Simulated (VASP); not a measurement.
Here is a VASP 6.6.1 calculation.

INCAR

```
SYSTEM = Ho2Sb2N
  ALGO = Normal
  EDIFF = 1E-6
  ENCUT = 600
  GGA = PE
  GGA_COMPAT = .FALSE.
  ISIF = 2
  ISMEAR = 0
  LASPH = .TRUE.
  LCHARG = .FALSE.
  LMAXMIX = 6
  LREAL = .FALSE.
  LWAVE = .FALSE.
  NBANDS = 24
  NELM = 200
  PREC = Accurate
  SIGMA = 0.2
```

Contents of KPOINTS:

```
k-points
0
G
  4 4 3
  0 0 0
```

The input POSCAR:

```
Ho2Sb2N
1.0
    4.2559946566     -0.0000000028      0.0000000000
   -2.1279973259      3.6857994924      0.0000000000
    0.0000000000      0.0000000000      8.2228658682
Ho Sb N
2 2 1
Direct
    0.6666666667      0.3333333333      0.7317219091
    0.6666666667      0.3333333333      0.2682780909
    0.0000000000      0.0000000000      0.0000000000
    0.0000000000      0.0000000000      0.5000000000
    0.6666666667      0.3333333333      0.0000000000
```

Potentials or basis: VASP PAW PBE potentials, release 64 (Ho_3, Sb, N), 4f in core.

Run with:

```bash
$ cat potpaw_PBE.64/Ho_3/POTCAR potpaw_PBE.64/Sb/POTCAR potpaw_PBE.64/N/POTCAR > POTCAR
$ mpirun -np 1 vasp_std > vasp.out
```

Question: Estimate the band gap on the k mesh.

Answer: Zero (an odd number of electrons rules out a gap without spin polarisation).

Question: Estimate the largest force.

Answer: 0.030 eV/Å.

Question: Predict the pressure.

Answer: 0.9 GPa.

Forces in eV/Å, atoms in the order of the input:
```
Ho   0.000  0.000 -0.030
Ho   0.000  0.000  0.030
Sb   0.000  0.000  0.000
Sb   0.000  0.000  0.000
N    0.000  0.000  0.000
```

Caveat: the k points lie up to 0.43 Å⁻¹ apart, too coarse for converged energies and pressures of a metal; spin-orbit coupling is left out, which moves the levels of the heavy elements; the 4f electrons are frozen in the core, so they carry no moment and show no levels; the run has no spin polarisation, though such a crystal can be magnetic. With open d or f shells a metallic result of PBE can be an artefact of self-interaction; +U or a hybrid may open a gap.
